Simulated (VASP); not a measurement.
# AgAs (Pmma) in VASP: a series of runs

The runs below take AgAs through single point, with PBE.

Everything below comes from runs of VASP 6.6.1. Logs are shortened: lines on timing, memory, paths and dates and some standing lists are left out, and cuts for length are marked.

**1. The cell of the first run**

The structure is orthorhombic, space group Pmma (No. 51). Conventional cell: a = 4.991 Å, b = 2.961 Å, c = 5.173 Å, α = 90.00°, β = 90.00°, γ = 90.00°. Ag (site symmetry mm2) has 4 Ag at 2.96 to 3.02 Å and 8 As at 2.98 to 3.03 Å within 3.9 Å. Within 3.9 Å of As (site symmetry mm2) lie 4 As at 2.96 to 3.03 Å and 8 Ag at 2.98 to 3.03 Å.

**2. Single point, PBE**

INCAR

```
SYSTEM = AgAs
PREC     = Accurate       ! precision mode
ENCUT    = 520            ! plane-wave cutoff, eV
EDIFF    = 1E-6           ! SCF threshold, eV
ISMEAR   = 0              ! smearing method
SIGMA    = 0.1            ! smearing width, eV
LREAL    = .False.        ! projectors in reciprocal space
LASPH    = .True.         ! aspherical terms in the spheres
NELM     = 80             ! most SCF steps
ALGO     = Normal         ! electronic algorithm
ISIF     = 2              ! what is computed and relaxed
LWAVE    = .False.        ! write WAVECAR
LCHARG   = .False.        ! write CHGCAR
GGA      = PE             ! functional
NBANDS   = 24             ! bands
```

KPOINTS

```
Automatic mesh
0
Gamma
  7 12 7
  0 0 0
```

POSCAR

```
AgAs
1.0
    4.9913820000      0.0000000000      0.0000000000
    0.0000000000      2.9607890000      0.0000000000
    0.0000000000      0.0000000000      5.1726990000
Ag As
2 2
Direct
    0.7500000000      0.0000000000      0.1647710000
    0.2500000000      0.0000000000      0.8352290000
    0.2500000000      0.5000000000      0.3343550000
    0.7500000000      0.5000000000      0.6656450000
```

Potentials or basis: VASP PAW PBE potentials, release 64 (Ag, As).

The run is started by

```
> cat potpaw_PBE.64/Ag/POTCAR potpaw_PBE.64/As/POTCAR > POTCAR
> mpirun -np 1 vasp_std > vasp.out
```

OUTCAR:

```text
SYSTEM = AgAs
   PREC = Accurate
   ENCUT = 520
   EDIFF = 1E-6
   ISMEAR = 0
   LREAL = .False.
   LASPH = .True.
   NELM = 80
   ISIF = 2
   GGA = PE

 ion  position               nearest neighbor table
   1  0.750  0.000  0.165-   4 2.98   4 2.98   4 2.98   4 2.98   2 3.02   2 3.02   3 3.03   3 3.03
                             3 3.03   3 3.03
   2  0.250  0.000  0.835-   3 2.98   3 2.98   3 2.98   3 2.98   1 3.02   1 3.02   4 3.03   4 3.03
                             4 3.03   4 3.03
   3  0.250  0.500  0.334-   2 2.98   2 2.98   2 2.98   2 2.98   1 3.03   1 3.03   1 3.03   1 3.03

   4  0.750  0.500  0.666-   1 2.98   1 2.98   1 2.98   1 2.98   2 3.03   2 3.03   2 3.03   2 3.03

  LATTYP: Found a simple orthorhombic cell.
 ALAT       =     2.9607890000
 B/A-ratio  =     1.6858283383
 C/A-ratio  =     1.7470677580

  Lattice vectors:

 A1 = (   0.0000000000,  -2.9607890000,   0.0000000000)
 A2 = (   4.9913820000,   0.0000000000,   0.0000000000)
 A3 = (   0.0000000000,   0.0000000000,   5.1726990000)

Analysis of symmetry for initial positions (statically):
=====================================================================
 Subroutine PRICEL returns:
 Original cell was already a primitive cell.

 Routine SETGRP: Setting up the symmetry group for a
 simple orthorhombic supercell.

 Subroutine GETGRP returns: Found  8 space group operations
 (whereof  4 operations were pure point group operations)
 out of a pool of  8 trial point group operations.

The static configuration has the point symmetry C_2h.
 The point group associated with its full space group is D_2h.

Analysis of symmetry for dynamics (positions and initial velocities):
=====================================================================
 Subroutine PRICEL returns:
 Original cell was already a primitive cell.

 Routine SETGRP: Setting up the symmetry group for a
 simple orthorhombic supercell.

 Subroutine GETGRP returns: Found  8 space group operations
 (whereof  4 operations were pure point group operations)
 out of a pool of  8 trial point group operations.

The dynamic configuration has the point symmetry C_2h.
 The point group associated with its full space group is D_2h.

 Subroutine INISYM returns: Found  8 space group operations
 (whereof  4 operations are pure point group operations),
 and found     1 'primitive' translations

----------------------------------------------------------------------------------------

                                     Primitive cell

  volume of cell :      76.4444

  direct lattice vectors                    reciprocal lattice vectors
     4.991382000  0.000000000  0.000000000     0.200345315  0.000000000  0.000000000
     0.000000000  2.960789000  0.000000000     0.000000000  0.337747810  0.000000000
     0.000000000  0.000000000  5.172699000     0.000000000  0.000000000  0.193322674

  length of vectors
     4.991382000  2.960789000  5.172699000     0.200345315  0.337747810  0.193322674

  position of ions in fractional coordinates (direct lattice)
     0.750000000  0.000000000  0.164771000
     0.250000000  0.000000000  0.835229000
     0.250000000  0.500000000  0.334355000
     0.750000000  0.500000000  0.665645000

  ion indices of the primitive-cell ions
   primitive index   ion index
                 1           1
                 2           2
                 3           3
                 4           4

----------------------------------------------------------------------------------------

 KPOINTS: Automatic mesh

Automatic generation of k-mesh.
 Grid dimensions read from file:
 generate k-points for:    7   12    7

 Generating k-lattice:

  Cartesian coordinates                     Fractional coordinates (reciprocal lattice)
     0.028620759  0.000000000  0.000000000     0.142857143  0.000000000  0.000000000
     0.000000000  0.028145651  0.000000000     0.000000000  0.083333333  0.000000000
     0.000000000  0.000000000  0.027617525     0.000000000  0.000000000  0.142857143

  Length of vectors
     0.028620759  0.028145651  0.027617525

  Shift w.r.t. Gamma in fractional coordinates (k-lattice)
     0.000000000  0.000000000  0.000000000

 Subroutine IBZKPT returns following result:
 ===========================================

 Found    112 irreducible k-points:

 Following reciprocal coordinates:
            Coordinates               Weight
  0.000000  0.000000  0.000000      1.000000
  0.142857  0.000000  0.000000      2.000000
  0.285714  0.000000  0.000000      2.000000
  0.428571  0.000000  0.000000      2.000000
  0.000000  0.083333  0.000000      2.000000
  0.142857  0.083333  0.000000      4.000000
[... 16 lines left out ...]
  0.285714  0.416667  0.000000      4.000000
  0.428571  0.416667  0.000000      4.000000
 [... further k-points ...]
   k-points           NKPTS =    112   k-points in BZ     NKDIM =    112   number of bands    NBANDS=     24
   number of dos      NEDOS =    301   number of ions     NIONS =      4
   total plane-waves  NPLWV =  38400
   dimension x,y,z NGX =    40 NGY =   24 NGZ =   40
   dimension x,y,z NGXF=    80 NGYF=   48 NGZF=   80
   ions per type =               2   2
   NGX,Y,Z   is equivalent  to a cutoff of  13.32, 13.48, 12.86 a.u.
   NGXF,Y,Z  is equivalent  to a cutoff of  26.65, 26.95, 25.71 a.u.
 SYSTEM =  AgAs
   PREC   = accura    normal or accurate (medium, high low for compatibility)
   ISTART =      0    job   : 0-new  1-cont  2-samecut
   ICHARG =      2    charge: 1-file 2-atom 10-const
   ISPIN  =      1    spin polarized calculation?
   LNONCOLLINEAR =      F non collinear calculations
   LSORBIT =      F    spin-orbit coupling
   LASPH  =      T    aspherical Exc in radial PAW
   ENCUT  =  520.0 eV  38.22 Ry    6.18 a.u.   9.28  5.51  9.62*2*pi/ulx,y,z
   NELM   =     80;   NELMIN=  2; NELMDL= -5     # of ELM steps
   EDIFF  = 0.1E-05   stopping-criterion for ELM
   LREAL  =      F    real-space projection
[... 7 lines left out ...]
   TEBEG  =    0.0;   TEEND  =   0.0 temperature during run
   PSTRESS=    0.0 pullay stress
   NELECT =      32.0000    total number of electrons
   NUPDOWN=      -1.0000    fix difference up-down
   EMIN   =  10.00;   EMAX   =-10.00  energy-range for DOS
   EFERMI =   0.00;   METHOD = LEGACY
   ISMEAR =     0;   SIGMA  =   0.10  broadening in eV -4-tet -1-fermi 0-gaus
   EFERMI_NEDOS =   21; number of points for ismear=-14 and -15
   IALGO  =     38    algorithm
   IMIX   =      4    mixing-type and parameters
     AMIX     =   0.40;   BMIX     =  1.00
     AMIX_MAG =   1.60;   BMIX_MAG =  1.00
  volume/ion in A,a.u.               =      19.11       128.97
  Fermi-wavevector in a.u.,A,eV,Ry     =   1.224643  2.314241 20.405359  1.499752
  Thomas-Fermi vector in A             =   2.359711
   LORBIT       =      0    0 simple, 1 ext, 2 COOP (PROOUT), +10 PAW based schemes
   GGA     = PE    functional components
   LHFCALC =     F    Hartree Fock is set to
   AEXX    =    0.0000 exact exchange contribution
   IVDW    =     0    specifies the selected vdW correction
   LEPSILON=     F    determine dielectric tensor
   LRPA    =     F    only Hartree local field effects (RPA)
 non-spin polarized calculation
 Gauss-broadening in eV      SIGMA  =   0.10
  energy-cutoff  :      520.00
  volume of cell :       76.44
 maximum number of plane-waves:      2088
 NGX is ok and might be reduce to    40
   NGX = 19   NGY = 11   NGZ = 19

 number of electron      32.0000005 magnetization

 Free energy of the ion-electron system (eV)
  ---------------------------------------------------
  ext. energy  EPLUGINS =         0.00000000
  ---------------------------------------------------
  free energy    TOTEN  =       -13.89340073 eV

  energy without entropy =      -13.88408473  energy(sigma->0) =      -13.88874273

 E-fermi :   6.9940     XC(G=0): -11.1453

 val. band max:        6.9922639103   @ k =   0.1429   0.5000   0.0000
 cond. band min:       6.9961331580   @ k =   0.4286   0.2500   0.1429
 fundamental gap:      0.0038692477
 Fermi energy:         6.9940273249

 k-point     1 :       0.0000    0.0000    0.0000
  band No.  band energies     occupation
      1      -6.2540      2.00000
      2      -4.0471      2.00000
      3       1.2746      2.00000
      4       1.3697      2.00000
      5       1.4898      2.00000
      6       1.6983      2.00000
[... 16 lines left out ...]
     23      17.6253      0.00000
     24      18.0209      0.00000

 k-point     2 :       0.1429    0.0000    0.0000
  band No.  band energies     occupation
      1      -6.1600      2.00000
      2      -4.1657      2.00000
      3       1.2583      2.00000
      4       1.2851      2.00000
      5       1.5913      2.00000
      6       1.6904      2.00000
[... 16 lines left out ...]
     23      17.1212      0.00000
     24      17.6671      0.00000

 k-point     3 :       0.2857    0.0000    0.0000
  band No.  band energies     occupation
      1      -5.8881      2.00000
      2      -4.5008      2.00000
      3       1.1287      2.00000
      4       1.2990      2.00000
      5       1.6459      2.00000
      6       1.7703      2.00000
[... 16 lines left out ...]
     23      15.8068      0.00000
     24      17.1020      0.00000
[... 514 lines left out ...]
 k-point    23 :       0.2857    0.4167    0.0000
  band No.  band energies     occupation
      1      -3.7831      2.00000
      2      -2.4970      2.00000
      3       0.9029      2.00000
      4       1.0242      2.00000
      5       1.1704      2.00000
      6       1.3890      2.00000
[... 16 lines left out ...]
     23      12.4144      0.00000
     24      13.0088      0.00000

 k-point    24 :       0.4286    0.4167    0.0000
  band No.  band energies     occupation
      1      -3.4315      2.00000
      2      -2.9845      2.00000
      3       1.0341      2.00000
      4       1.1411      2.00000
      5       1.2260      2.00000
      6       1.3081      2.00000
[... 16 lines left out ...]
     23      11.8678      0.00000
     24      12.8131      0.00000

 [... further k-points ...]

------------------------ aborting loop because EDIFF is reached ----------------------------------------

  FORCE on cell =-STRESS in cart. coord.  units (eV):
  Direction    XX          YY          ZZ          XY          YZ          ZX
  --------------------------------------------------------------------------------------
  -------------------------------------------------------------------------------------
  Total       -0.2259769     -0.4822606     -0.4967225      0.0000000      0.0000000     -0.0000000
  in kB       -4.7361906    -10.1075741    -10.4106771      0.0000000      0.0000000     -0.0000000
  external PRESSURE =      -8.4181472 kB  Pullay stress =       0.0000000 kB

 VOLUME and BASIS-vectors are now :
 -----------------------------------------------------------------------------
  energy-cutoff  :      520.00
  volume of cell :       76.44
      direct lattice vectors                 reciprocal lattice vectors
     4.991382000  0.000000000  0.000000000     0.200345315  0.000000000  0.000000000
     0.000000000  2.960789000  0.000000000     0.000000000  0.337747810  0.000000000
     0.000000000  0.000000000  5.172699000     0.000000000  0.000000000  0.193322674

 POSITION                                       TOTAL-FORCE (eV/Angst)
 -----------------------------------------------------------------------------------
      3.74354      0.00000      0.85231        -0.000000      0.000000     -0.057745
      1.24785      0.00000      4.32039         0.000000      0.000000      0.057745
      1.24785      1.48039      1.72952        -0.000000      0.000000      0.005779
      3.74354      1.48039      3.44318        -0.000000      0.000000     -0.005779
 -----------------------------------------------------------------------------------
    total drift:                               -0.000000      0.000000      0.000000

  FREE ENERGIE OF THE ION-ELECTRON SYSTEM (eV)
  ---------------------------------------------------
  free  energy   TOTEN  =       -13.8934007293 eV

  energy  without entropy=      -13.8840847271  energy(sigma->0) =      -13.88874273
```

It took 78 s on 1 thread of AMD EPYC 9R45 (Zen 5), shared host; peak memory 0.28 GiB.

What came out:

- Free energy: -13.8934 eV
- Pressure: -0.8 GPa
- Largest force: 0.058 eV/Å
- Band gap on the k mesh: zero (bands 16 and 17 overlap by 2.43 eV)

Forces on the atoms (eV/Å):
```
Ag   0.000  0.000 -0.058
Ag   0.000  0.000  0.058
As   0.000  0.000  0.006
As   0.000  0.000 -0.006
```

Levels at points of the mesh, in eV from the Fermi level:
| k point | band 14 | band 15 | band 16 | band 17 | band 18 | band 19 |
| --- | --- | --- | --- | --- | --- | --- |
| (0.00, 0.00, 0.00) | -3.65 | -2.70 | 0.28 | 0.35 | 1.35 | 2.72 |
| (0.00, 0.50, 0.00) | -1.60 | -0.98 | -0.10 | 1.11 | 2.20 | 2.38 |

**3. Single point, PBE**

INCAR

```
SYSTEM = AgAs
PREC = Accurate ; ENCUT = 520
EDIFF = 1E-6 ; ISMEAR = 0
SIGMA = 0.1 ; LREAL = .False.
LASPH = .True. ; NELM = 100
ALGO = Normal ; ISIF = 2
LWAVE = .False. ; LCHARG = .False.
GGA = PE ; NBANDS = 24
```

KPOINTS

```
Automatic mesh
0
Gamma
  9 15 9
  0 0 0
```

POSCAR is that of step 2.

Potentials or basis: VASP PAW PBE potentials, release 64 (Ag, As).

The run is started by

```
> cat potpaw_PBE.64/Ag/POTCAR potpaw_PBE.64/As/POTCAR > POTCAR
> mpirun -np 1 vasp_std > vasp.out
```

Wall time 2.3 min (1 thread of AMD EPYC 9R45 (Zen 5), shared host); peak memory 0.4 GiB.

Results (log left out):

```
Free energy            : -13.8966 eV
Pressure               : -0.8 GPa
Largest force          : 0.059 eV/Å
Band gap on the k mesh : zero (bands 16 and 17 overlap by 2.50 eV)
```

Forces in eV/Å, atoms in the order of the input:
```
Ag   0.000  0.000 -0.059
Ag   0.000  0.000  0.059
As   0.000  0.000  0.036
As   0.000  0.000 -0.036
```

Stress tensor (GPa, compression positive):
```
-0.65  0.00  0.00
 0.00 -0.63  0.00
 0.00  0.00 -1.20
```

Levels at points of the mesh, in eV from the Fermi level:
| k point | band 14 | band 15 | band 16 | band 17 | band 18 | band 19 |
| --- | --- | --- | --- | --- | --- | --- |
| (0.00, 0.00, 0.00) | -3.57 | -2.62 | 0.37 | 0.43 | 1.43 | 2.82 |
